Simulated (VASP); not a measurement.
Here is a VASP 6.6.1 calculation.

Contents of INCAR:

```
SYSTEM = Zr2HS4
ALGO     = Normal         ! electronic algorithm
DIPOL    = 0.5 0.5 0.291
EDIFF    = 1E-6           ! SCF threshold, eV
ENCUT    = 400            ! plane-wave cutoff, eV
GGA      = PE             ! functional
GGA_COMPAT= .False.      
IDIPOL   = 3            
ISIF     = 2              ! what is computed and relaxed
ISMEAR   = 0              ! smearing method
IVDW     = 12             ! dispersion correction
LASPH    = .True.         ! aspherical terms in the spheres
LCHARG   = .False.        ! write CHGCAR
LDIPOL   = .True.       
LREAL    = .False.        ! projectors in reciprocal space
LWAVE    = .False.        ! write WAVECAR
NBANDS   = 62             ! bands
NELM     = 120            ! most SCF steps
NELMDL   = -8           
PREC     = Accurate       ! precision mode
SIGMA    = 0.05           ! smearing width, eV
```

File KPOINTS:

```
k-points
0
Gamma
  6 6 1
  0 0 0
```

The input POSCAR:

```
Zr2HS4
1.0
    7.2976778227      0.0000000000      0.0000000000
   -3.6488389114      6.3199743831      0.0000000000
    0.0000000000      0.0000000000     20.9171506047
S Zr H
8 4 2
Direct
    0.3333333333      0.1666666667      0.1912306354
    0.3333333333      0.6666666667      0.1912306354
    0.8333333333      0.1666666667      0.1912306354
    0.8333333333      0.6666666667      0.1912306354
    0.1666666667      0.3333333333      0.3306927762
    0.1666666667      0.8333333333      0.3306927762
    0.6666666667      0.3333333333      0.3306927762
    0.6666666667      0.8333333333      0.3306927762
    0.0000000000      0.0000000000      0.2609617058
    0.0000000000      0.5000000000      0.2609617058
    0.5000000000      0.0000000000      0.2609617058
    0.5000000000      0.5000000000      0.2609617058
    0.3803136712      0.7606273424      0.4741157528
    0.4530196621      0.9060393242      0.4741157528
```

Potentials or basis: VASP PAW PBE potentials, release 64 (S, Zr_sv, H).

The run is started by

```console
$ cat potpaw_PBE.64/S/POTCAR potpaw_PBE.64/Zr_sv/POTCAR potpaw_PBE.64/H/POTCAR > POTCAR
$ mpirun -np 1 vasp_std > vasp.out
```

Estimate the largest force.

3.386 eV/Å.

Estimate the dispersion energy per atom.

-0.217 eV.

Forces on the atoms (eV/Å):
```
S    0.001  0.004 -0.011
S    0.000 -0.002 -0.006
S   -0.001  0.004 -0.011
S    0.000 -0.005 -0.010
S    0.000  0.004  0.026
S   -0.004  0.001 -0.004
S    0.000 -0.004  0.026
S    0.004  0.001 -0.004
Zr   0.000 -0.015  0.007
Zr   0.001  0.016 -0.001
Zr   0.000 -0.017  0.011
Zr  -0.001  0.016 -0.001
H    0.000  3.383 -0.011
H    0.000 -3.386 -0.010
```
